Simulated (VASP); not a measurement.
# Sc12H (a cell with a defect) in VASP: notebook, part 2 of 2

VASP 6.6.1. Earlier steps stand in the parts before.

## Step 3: Single point, PBE

The input, INCAR:

```
SYSTEM = Sc12H
  PREC = Accurate
  ENCUT = 520
  EDIFF = 1E-6
  ISMEAR = 0
  SIGMA = 0.05
  LREAL = .False.
  LASPH = .True.
  NELM = 100
  ALGO = Normal
  ISIF = 2
  LWAVE = .False.
  LCHARG = .False.
  GGA = PE
  NBANDS = 78
```

The input, KPOINTS:

```
Automatic mesh
0
Gamma
  3 2 3
  0 0 0
```

The input, POSCAR:

```
Sc12H
1.0
    6.6200000000      0.0000000000      0.0000000000
   -4.9650000000      8.5996320000      0.0000000000
    0.0000000000      0.0000000000      5.2761400000
Sc H
12 1
Direct
   -0.0004819841     -0.0001266333     -0.0034356556
    0.1665633946      0.2222831163      0.4983599753
    0.0003274051      0.3338774264     -0.0013911685
    0.1666412253      0.5559746045      0.5011572854
    0.0014990638      0.6670106349      0.0000917337
    0.1674911558      0.8885022057      0.4992932333
    0.4996814853     -0.0006254919     -0.0012787758
    0.6663653646      0.2218547259      0.5013801757
    0.5000377518      0.3333317054      0.0016663697
    0.6669576885      0.5558452966      0.5037571027
    0.4992703947      0.6671830841      0.0013341193
    0.6653570155      0.8887825665      0.5000460564
    0.3323123808      0.7794910294      0.7520463824
```

Potentials or basis: VASP PAW PBE potentials, release 64 (Sc_sv, H).

The run is started by

```bash
> cat potpaw_PBE.64/Sc_sv/POTCAR potpaw_PBE.64/H/POTCAR > POTCAR
> mpirun -np 1 vasp_std > vasp.out
```

OUTCAR:

```text
SYSTEM = Sc12H
   PREC = Accurate
   ENCUT = 520
   EDIFF = 1E-6
   ISMEAR = 0
   LREAL = .False.
   LASPH = .True.
   NELM = 100
   ISIF = 2
   GGA = PE

 ion  position               nearest neighbor table
   1  1.000  1.000  0.997-  12 3.25   2 3.25   6 3.25   2 3.27   6 3.27  12 3.28   7 3.31  11 3.31
                             5 3.31   9 3.31   7 3.31   3 3.31
   2  0.167  0.222  0.498-   9 3.24   1 3.25   3 3.26   3 3.26   1 3.27   9 3.27   8 3.31   8 3.31
                            10 3.31   4 3.31  12 3.31   6 3.32
   3  0.000  0.334  0.999-   4 3.25   8 3.25   2 3.26   2 3.26   4 3.27   8 3.27   5 3.30  11 3.31
                             9 3.31   9 3.31   1 3.31   7 3.32
   4  0.167  0.556  0.501-   3 3.25   5 3.25  11 3.25  11 3.26   5 3.26   3 3.27   6 3.30  12 3.30
                            10 3.31  10 3.31   2 3.31   8 3.31
   5  0.001  0.667  0.000-  10 3.25   4 3.25   6 3.25   4 3.26   6 3.26  10 3.28  11 3.29   7 3.30
                             3 3.30   1 3.31   9 3.32  11 3.33
   6  0.167  0.889  0.499-   5 3.25   7 3.25   1 3.25   7 3.26   5 3.26   1 3.27  12 3.29   4 3.30
                             8 3.31  10 3.31   2 3.32  12 3.33
   7  0.500  0.999  0.999-  12 3.25   8 3.25   6 3.25   6 3.26  12 3.26   8 3.27  11 3.30   5 3.30
                             1 3.31   1 3.31   9 3.32   3 3.32
   8  0.666  0.222  0.501-   7 3.25   3 3.25   9 3.26   9 3.26   7 3.27   3 3.27  12 3.30   6 3.31
                             2 3.31   2 3.31  10 3.31   4 3.31
   9  0.500  0.333  0.002-   2 3.24  10 3.25   8 3.26   8 3.26  10 3.27   2 3.27   3 3.31   3 3.31
                             1 3.31   7 3.32   5 3.32  11 3.32
  10  0.667  0.556  0.504-   5 3.25   9 3.25  11 3.25   9 3.27  11 3.27   5 3.28   4 3.31   6 3.31
                            12 3.31   2 3.31   4 3.31   8 3.31
  11  0.499  0.667  0.001-  12 3.25  10 3.25   4 3.25   4 3.26  12 3.26  10 3.27   5 3.29   7 3.30
                             3 3.31   1 3.31   9 3.32   5 3.33
  12  0.665  0.889  0.500-   1 3.25   7 3.25  11 3.25   7 3.26  11 3.26   1 3.28   6 3.29   4 3.30
                             8 3.30  10 3.31   2 3.31   6 3.33
  13  0.332  0.779  0.752-

  LATTYP: Found a simple monoclinic cell.
 ALAT       =     6.6200000000
 B/A-ratio  =     0.7970000000
 C/A-ratio  =     1.3228756170
 COS(beta)  =    -0.1889822420

  Lattice vectors:
[... 197 lines left out ...]

 Free energy of the ion-electron system (eV)
  ---------------------------------------------------
  ext. energy  EPLUGINS =         0.00000000
  ---------------------------------------------------
  free energy    TOTEN  =       -79.04121364 eV

  energy without entropy =      -79.00149791  energy(sigma->0) =      -79.02135578

 E-fermi :   3.6504     XC(G=0):  -9.8610

 val. band max:        3.6361113274   @ k =   0.3333   0.0000   0.3333
 cond. band min:       3.6556636359   @ k =  -0.3333  -0.0000   0.3333
 fundamental gap:      0.0195523084
 Fermi energy:         3.6504449948

 k-point     1 :       0.0000    0.0000    0.0000
  band No.  band energies     occupation
      1     -45.8021      2.00000
      2     -45.7675      2.00000
      3     -45.7607      2.00000
      4     -45.7584      2.00000
      5     -45.7493      2.00000
      6     -45.7417      2.00000
[... 799 lines left out ...]
     77       4.6138      0.00000
     78       4.6682      0.00000

------------------------ aborting loop because EDIFF is reached ----------------------------------------

  FORCE on cell =-STRESS in cart. coord.  units (eV):
  Direction    XX          YY          ZZ          XY          YZ          ZX
  --------------------------------------------------------------------------------------
  -------------------------------------------------------------------------------------
  Total       -1.3105702     -1.4124375     -2.6305407      0.0488724      0.0458288      0.0764370
  in kB       -6.9906361     -7.5340006    -14.0314140      0.2606873      0.2444530      0.4077179
  external PRESSURE =      -9.5186835 kB  Pullay stress =       0.0000000 kB

 VOLUME and BASIS-vectors are now :
 -----------------------------------------------------------------------------
  energy-cutoff  :      520.00
  volume of cell :      300.37
      direct lattice vectors                 reciprocal lattice vectors
     6.620000000  0.000000000  0.000000000     0.151057402  0.087213034  0.000000000
    -4.965000000  8.599632000  0.000000000     0.000000000  0.116284046  0.000000000
     0.000000000  0.000000000  5.276140000     0.000000000  0.000000000  0.189532499

 POSITION                                       TOTAL-FORCE (eV/Angst)
 -----------------------------------------------------------------------------------
      1.65244      8.59854      5.25801        -0.003865     -0.000221     -0.021961
     -0.00099      1.91155      2.62942        -0.000484      0.005058     -0.005381
     -1.65553      2.87122      5.26880         0.001355      0.005367     -0.012488
     -1.65725      4.78118      2.64418        -0.002665      0.013692      0.005359
     -3.30178      5.73605      0.00048        -0.003986      0.000156      0.007054
     -3.30262      7.64079      2.63434        -0.007033      0.001578     -0.008072
     -1.65400      8.59425      5.26939        -0.000200      0.006555      0.008556
      3.30983      1.90787      2.64535        -0.000814     -0.005502      0.012642
      1.65526      2.86653      0.00879        -0.000488     -0.003611      0.005647
      1.65549      4.78006      2.65789         0.003909      0.000244      0.022441
     -0.00739      5.73753      0.00704        -0.002721      0.003671      0.006119
     -0.00814      7.64320      2.63831        -0.006072     -0.004305      0.002849
     -1.67027      6.70334      3.96790         0.023064     -0.022682     -0.022766
 -----------------------------------------------------------------------------------
    total drift:                               -0.000297      0.000160     -0.000035

  FREE ENERGIE OF THE ION-ELECTRON SYSTEM (eV)
  ---------------------------------------------------
  free  energy   TOTEN  =       -79.0412136443 eV

  energy  without entropy=      -79.0014979096  energy(sigma->0) =      -79.02135578
```

stdout:

```text
POSCAR found type information on POSCAR ScH
 POSCAR found :  2 types and      13 ions
 scaLAPACK will be used
 LDA part: xc-table for (Slater+PW92), standard interpolation
 -----------------------------------------------------------------------------
|                                                                             |
|           W    W    AA    RRRRR   N    N  II  N    N   GGGG   !!!           |
|           W    W   A  A   R    R  NN   N  II  NN   N  G    G  !!!           |
|           W    W  A    A  R    R  N N  N  II  N N  N  G       !!!           |
|           W WW W  AAAAAA  RRRRR   N  N N  II  N  N N  G  GGG   !            |
|           WW  WW  A    A  R   R   N   NN  II  N   NN  G    G                |
|           W    W  A    A  R    R  N    N  II  N    N   GGGG   !!!           |
|                                                                             |
|     Your reciprocal lattice and k-lattice belong to different lattice       |
|     classes:                                                                |
|                                                                             |
|        The reciprocal lattice is simple monoclinic,                         |
|        whereas your k-lattice is hexagonal.                                 |
|                                                                             |
|     Results are often still useful ...                                      |
|                                                                             |
 -----------------------------------------------------------------------------

 POSCAR, INCAR and KPOINTS ok, starting setup
 FFT: planning ... GRIDC
 FFT: planning ... GRID_SOFT
 FFT: planning ... GRID
 WAVECAR not read
 entering main loop
```

It took 6.2 min on 1 thread of AMD EPYC 7R43 (Zen 3), shared host; peak memory 0.44 GiB.

Results:

| Item | Value |
| --- | --- |
| Free energy | -79.0412 eV |
| Pressure | -1.0 GPa |
| Largest force | 0.040 eV/Å |
| Band gap on the k mesh | zero (an odd number of electrons rules out a gap without spin polarisation) |

Forces in eV/Å, atoms in the order of the input:
```
Sc  -0.004  0.000 -0.022
Sc   0.000  0.005 -0.005
Sc   0.001  0.005 -0.012
Sc  -0.003  0.014  0.005
Sc  -0.004  0.000  0.007
Sc  -0.007  0.002 -0.008
Sc   0.000  0.007  0.009
Sc  -0.001 -0.006  0.013
Sc   0.000 -0.004  0.006
Sc   0.004  0.000  0.022
Sc  -0.003  0.004  0.006
Sc  -0.006 -0.004  0.003
H    0.023 -0.023 -0.023
```

Levels at points of the mesh, in eV from the Fermi level:
| k point | band 64 | band 65 | band 66 | band 67 | band 68 | band 69 |
| --- | --- | --- | --- | --- | --- | --- |
| (0.00, 0.00, 0.00) | -0.50 | -0.47 | -0.32 | -0.31 | -0.29 | 0.05 |
| (0.00, 0.50, 0.00) | -0.53 | -0.34 | -0.31 | -0.29 | -0.29 | -0.06 |

Caveat: the k points lie up to 0.40 Å⁻¹ apart, too coarse for converged energies and pressures of a metal.
